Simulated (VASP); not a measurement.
A run of VASP 6.6.1 is set up as follows.

Contents of INCAR:

```
SYSTEM = Nb
  PREC = Accurate
  ENCUT = 520
  EDIFF = 1E-7
  ISMEAR = -1
  SIGMA = 0.05
  LREAL = .FALSE.
  LASPH = .TRUE.
  NELM = 150
  ALGO = Normal
  ISIF = 2
  LWAVE = .FALSE.
  LCHARG = .FALSE.
  ISPIN = 2
  MAGMOM = 0.9
  LORBIT = 11
  NUPDOWN = 0.9
  LMAXMIX = 4
  GGA = PE
  NBANDS = 16
```

Contents of KPOINTS:

```
Automatic mesh
0
G
  16 16 16
  0 0 0
```

The input POSCAR:

```
Nb
1.0
   -1.6639500000      1.6639500000      1.6639500000
    1.6639500000     -1.6639500000      1.6639500000
    1.6639500000      1.6639500000     -1.6639500000
Nb
1
Direct
    0.0000000000      0.0000000000      0.0000000000
```

Potentials or basis: VASP PAW PBE potentials, release 64 (Nb_sv).

The run is started by

```bash
$ cat potpaw_PBE.64/Nb_sv/POTCAR > POTCAR
$ mpirun -np 1 vasp_std > vasp.out
```

(1) Predict the pressure.

Results:

(1) 0.6 GPa.

Caveat: the total moment is fixed, so each spin has its own Fermi level.
